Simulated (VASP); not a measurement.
A run of VASP 6.6.1 is set up as follows.

File INCAR:

```
SYSTEM = GaCu3
ALGO = Normal
EDIFF = 1E-6
ENCUT = 600
GGA_COMPAT = .FALSE.
ISIF = 2
ISMEAR = 1
LASPH = .TRUE.
LCHARG = .FALSE.
LREAL = .FALSE.
LWAVE = .FALSE.
NBANDS = 31
NELM = 120
PREC = Accurate
SIGMA = 0.05
```

Contents of KPOINTS:

```
k-points
0
G
  6 6 6
  0 0 0
```

File POSCAR:

```
GaCu3
1.0
    3.6126991132      0.0000000000      0.0000000000
    0.0000000000      3.6126991132      0.0000000000
    0.0000000000      0.0000000000      3.6126991132
Ga Cu
1 3
Direct
    0.0000000000      0.0000000000      0.0000000000
    0.5000000000      0.0000000000      0.5000000000
    0.5000000000      0.5000000000      0.0000000000
    0.0000000000      0.5000000000      0.5000000000
```

Potentials or basis: VASP PAW LDA potentials, release 64 (Ga_d, Cu).

Launch:

```sh
$ cat potpaw_LDA.64/Ga_d/POTCAR potpaw_LDA.64/Cu/POTCAR > POTCAR
$ mpirun -np 1 vasp_std > vasp.out
```

**Question.** Estimate the band gap on the k mesh.

**Answer.** Zero (band 23 reaches 12.01 eV, above the bottom of band 24 at 6.67 eV).

**Question.** What does it give for the pressure?

**Answer.** -2.2 GPa.
